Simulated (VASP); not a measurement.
# WS2 (Tungstenite) (P6_3/mmc) in VASP: settings compared, part 2 of 2

VASP 6.6.1.

### 3 Single point, revPBE+D3(BJ)

This run uses another cell than the first one, of 16.69 Å³/atom, 0.915 times its volume.

File INCAR:

```
SYSTEM = WS2
ALGO     = Normal         ! electronic algorithm
EDIFF    = 1E-6           ! SCF threshold, eV
ENCUT    = 520            ! plane-wave cutoff, eV
GGA      = RE             ! functional
ISIF     = 2              ! what is computed and relaxed
ISMEAR   = -1             ! smearing method
IVDW     = 12             ! dispersion correction
LASPH    = .TRUE.         ! aspherical terms in the spheres
LCHARG   = .FALSE.        ! write CHGCAR
LREAL    = .FALSE.        ! projectors in reciprocal space
LWAVE    = .FALSE.        ! write WAVECAR
NBANDS   = 35             ! bands
NELM     = 100            ! most SCF steps
PREC     = Accurate       ! precision mode
SIGMA    = 0.05           ! smearing width, eV
```

File KPOINTS:

```
k-points
0
G
  10 10 3
  0 0 0
```

File POSCAR:

```
WS2
1.0
    3.1349487637      0.0000000000      0.0000000000
   -1.5674743819      2.7149452689      0.0000000000
    0.0000000000      0.0000000000     11.7689627091
W S
2 4
Direct
    0.6666666667      0.3333333333      0.7500000000
    0.3333333333      0.6666666667      0.2500000000
    0.6666666667      0.3333333333      0.3840938596
    0.3333333333      0.6666666667      0.8840938596
    0.6666666667      0.3333333333      0.1159061404
    0.3333333333      0.6666666667      0.6159061404
```

Potentials or basis: VASP PAW PBE potentials, release 64 (W_sv, S).

The run is started by

```console
> cat potpaw_PBE.64/W_sv/POTCAR potpaw_PBE.64/S/POTCAR > POTCAR
> mpirun -np 1 vasp_std > vasp.out
```

Wall time 51 s (1 thread of Intel Xeon 6975P-C (Granite Rapids), shared host); peak memory 0.26 GiB.

Results (log left out):

```
Free energy                : -50.0424 eV
Pressure                   : -0.1 GPa
Largest force              : 0.007 eV/Å
Band gap on the k mesh     : 0.82 eV, indirect (least direct gap 2.14 eV)
Dispersion energy per atom : -0.882 eV
```

Forces on the atoms (eV/Å):
```
W    0.000  0.000  0.000
W    0.000  0.000  0.000
S    0.000  0.000 -0.007
S    0.000  0.000 -0.007
S    0.000  0.000  0.007
S    0.000  0.000  0.007
```

Levels at points of the mesh, in eV from the valence-band top:
```csv
k point,band 23,band 24,band 25,band 26,band 27,band 28,band 29,band 30
"(0.00, 0.00, 0.00)",-2.26,-1.46,-1.25,0.00,2.14,2.14,2.19,2.19
"(0.50, 0.00, 0.00)",-2.18,-1.97,-1.80,-1.66,2.27,2.35,2.47,2.91
```

Caveat: the PAW data sets were made with another functional, which shifts forces and pressure a little; spin-orbit coupling is left out, which moves the levels of the heavy elements. A k mesh can miss the band edges.

### 4 Single point, revPBE+D4

This run uses another cell than the first one, of 16.87 Å³/atom, 0.925 times its volume.

File INCAR:

```
SYSTEM = WS2
PREC = Accurate ; ENCUT = 520
EDIFF = 1E-6 ; ISMEAR = -1
SIGMA = 0.05 ; LREAL = .FALSE.
LASPH = .TRUE. ; NELM = 80
ALGO = Normal ; ISIF = 2
LWAVE = .FALSE. ; LCHARG = .FALSE.
GGA = RE ; IVDW = 13
NBANDS = 35
```

File KPOINTS:

```
regular mesh
0
G
  10 10 3
  0 0 0
```

File POSCAR:

```
WS2
1.0
    3.1406682159      0.0000000000      0.0000000000
   -1.5703341080      2.7198984598      0.0000000000
    0.0000000000      0.0000000000     11.8515341093
W S
2 4
Direct
    0.6666666667      0.3333333333      0.7500000000
    0.3333333333      0.6666666667      0.2500000000
    0.6666666667      0.3333333333      0.3831568666
    0.3333333333      0.6666666667      0.8831568666
    0.6666666667      0.3333333333      0.1168431334
    0.3333333333      0.6666666667      0.6168431334
```

The run is started by

```console
> cat potpaw_PBE.64/W_sv/POTCAR potpaw_PBE.64/S/POTCAR > POTCAR
> mpirun -np 1 vasp_std > vasp.out
```

Run time: 49 s. Hardware: 1 thread of Intel Xeon 6975P-C (Granite Rapids), shared host; peak memory 0.26 GiB.

It converged, with:

- Free energy: -49.7789 eV
- Pressure: -0.1 GPa
- Largest force: 0.010 eV/Å
- Band gap on the k mesh: 0.87 eV, indirect (least direct gap 2.17 eV)
- Dispersion energy per atom: -0.828 eV

Forces on the atoms (eV/Å):
```
W    0.000  0.000  0.000
W    0.000  0.000  0.000
S    0.000  0.000 -0.010
S    0.000  0.000 -0.010
S    0.000  0.000  0.010
S    0.000  0.000  0.010
```

Levels at points of the mesh, in eV from the valence-band top:
| k point | band 22 | band 23 | band 24 | band 25 | band 26 | band 27 | band 28 | band 29 | band 30 | band 31 |
| --- | --- | --- | --- | --- | --- | --- | --- | --- | --- | --- |
| (0.00, 0.00, 0.00) | -2.24 | -2.24 | -1.41 | -1.29 | 0.00 | 2.17 | 2.17 | 2.21 | 2.21 | 2.23 |
| (0.50, 0.00, 0.00) | -2.88 | -2.14 | -1.92 | -1.80 | -1.63 | 2.28 | 2.34 | 2.49 | 2.90 | 3.02 |

Caveat: the PAW data sets were made with another functional, which shifts forces and pressure a little; spin-orbit coupling is left out, which moves the levels of the heavy elements. A k mesh can miss the band edges.

### 5 Single point, PBE+D3(BJ)

This run uses another cell than the first one, of 17.43 Å³/atom, 0.956 times its volume.

File INCAR:

```
PREC = Accurate ; ENCUT = 520
EDIFF = 1E-6 ; ISMEAR = -1
SIGMA = 0.05 ; LREAL = F
LASPH = T ; NELM = 100
ALGO = Normal ; ISIF = 2
LWAVE = F ; LCHARG = F
GGA = PE ; IVDW = 12
NBANDS = 35
```

File KPOINTS:

```
Automatic mesh
0
Gamma
  10 10 3
```

File POSCAR:

```
WS2
1.0
    3.1538121248      0.0000000000      0.0000000000
   -1.5769060624      2.7312814188      0.0000000000
    0.0000000000      0.0000000000     12.1432596805
W S
2 4
Direct
    0.6666666667      0.3333333333      0.7500000000
    0.3333333333      0.6666666667      0.2500000000
    0.6666666667      0.3333333333      0.3796920721
    0.3333333333      0.6666666667      0.8796920721
    0.6666666667      0.3333333333      0.1203079279
    0.3333333333      0.6666666667      0.6203079279
```

The run is started by

```console
> cat potpaw_PBE.64/W_sv/POTCAR potpaw_PBE.64/S/POTCAR > POTCAR
> mpirun -np 1 vasp_std > vasp.out
```

It took 51 s on 1 thread of Intel Xeon 6975P-C (Granite Rapids), shared host; peak memory 0.27 GiB.

The run converged. Its results:

```
Free energy                : -49.8001 eV
Pressure                   : 0.0 GPa
Band gap on the k mesh     : 0.98 eV, indirect (least direct gap 2.15 eV)
Dispersion energy per atom : -0.435 eV
```

Levels at points of the mesh, in eV from the valence-band top:
```
           k point  band 24  band 25  band 26  band 27  band 28  band 29
(0.00, 0.00, 0.00)    -1.42    -1.28     0.00     2.26     2.26     2.28
(0.50, 0.00, 0.00)    -1.78    -1.78    -1.56     2.29     2.34     2.55
```

Caveat: spin-orbit coupling is left out, which moves the levels of the heavy elements. A k mesh can miss the band edges.

### 6 Single point, PBE+D4

This run uses another cell than the first one, of 17.53 Å³/atom, 0.961 times its volume.

File INCAR:

```
  ALGO = Normal
  EDIFF = 1E-6
  ENCUT = 520
  GGA = PE
  ISIF = 2
  ISMEAR = -1
  IVDW = 13
  LASPH = T
  LCHARG = F
  LREAL = F
  LWAVE = F
  NBANDS = 35
  NELM = 60
  PREC = Accurate
  SIGMA = 0.05
```

File KPOINTS:

```
k-points
0
Gamma
  10 10 3
```

File POSCAR:

```
WS2
1.0
    3.1556249685      0.0000000000      0.0000000000
   -1.5778124843      2.7328513876      0.0000000000
    0.0000000000      0.0000000000     12.1983671551
W S
2 4
Direct
    0.6666666667      0.3333333333      0.7500000000
    0.3333333333      0.6666666667      0.2500000000
    0.6666666667      0.3333333333      0.3791145087
    0.3333333333      0.6666666667      0.8791145087
    0.6666666667      0.3333333333      0.1208854913
    0.3333333333      0.6666666667      0.6208854913
```

Potentials or basis: VASP PAW PBE potentials, release 64 (W_sv, S).

The run is started by

```console
> cat potpaw_PBE.64/W_sv/POTCAR potpaw_PBE.64/S/POTCAR > POTCAR
> mpirun -np 1 vasp_std > vasp.out
```

It took 53 s on 1 thread of Intel Xeon 6975P-C (Granite Rapids), shared host; peak memory 0.26 GiB.

Results (log left out):

```yaml
Free_energy: -49.8970 eV
Pressure: 0.0 GPa
Largest_force: 0.006 eV/Å
Band_gap_on_the_k_mesh: 1.00 eV, indirect (least direct gap 2.15 eV)
Dispersion_energy_per_atom: -0.449 eV
```

Forces on the atoms (eV/Å):
```
W    0.000  0.000  0.000
W    0.000  0.000  0.000
S    0.000  0.000 -0.006
S    0.000  0.000 -0.006
S    0.000  0.000  0.006
S    0.000  0.000  0.006
```

Levels at points of the mesh, in eV from the valence-band top:
| k point | band 22 | band 23 | band 24 | band 25 | band 26 | band 27 | band 28 | band 29 | band 30 | band 31 |
| --- | --- | --- | --- | --- | --- | --- | --- | --- | --- | --- |
| (0.00, 0.00, 0.00) | -2.19 | -2.19 | -1.45 | -1.26 | 0.00 | 2.28 | 2.28 | 2.29 | 2.29 | 2.30 |
| (0.50, 0.00, 0.00) | -2.78 | -2.00 | -1.77 | -1.75 | -1.54 | 2.30 | 2.35 | 2.56 | 2.89 | 3.09 |

Caveat: spin-orbit coupling is left out, which moves the levels of the heavy elements. A k mesh can miss the band edges.

### 7 Summary

| level | cell | gap on the mesh (eV) | pressure (GPa) | largest force (eV/Å) |
| --- | --- | --- | --- | --- |
| RPBE+D3(BJ) | a = 3.180, b = 3.180, c = 12.500 Å, angles 90.0, 90.0, 120.0°, 6 atoms | 1.19 | -14.2 | 0.34 |
| revPBE+D3(BJ) | a = 3.135, b = 3.135, c = 11.769 Å, angles 90.0, 90.0, 120.0°, 6 atoms | 0.82 | -0.1 | 0.01 |
| revPBE+D4 | a = 3.141, b = 3.141, c = 11.852 Å, angles 90.0, 90.0, 120.0°, 6 atoms | 0.87 | -0.1 | 0.01 |
| PBE+D3(BJ) | a = 3.154, b = 3.154, c = 12.143 Å, angles 90.0, 90.0, 120.0°, 6 atoms | 0.98 | 0.0 | - |
| PBE+D4 | a = 3.156, b = 3.156, c = 12.198 Å, angles 90.0, 90.0, 120.0°, 6 atoms | 1.00 | 0.0 | 0.01 |

Alike in all rows: task single point; potentials or basis VASP PAW PBE potentials, release 64 (W_sv, S); no spin polarisation; k mesh 10 × 10 × 3; cutoff (eV) 520; smearing fermi-dirac 0.05 eV.

Caveats: spin-orbit coupling is left out, which moves the levels of the heavy elements; the PAW data sets were made with another functional, which shifts forces and pressure a little (some runs).

Absolute energies hang on the potentials; compare differences alone.
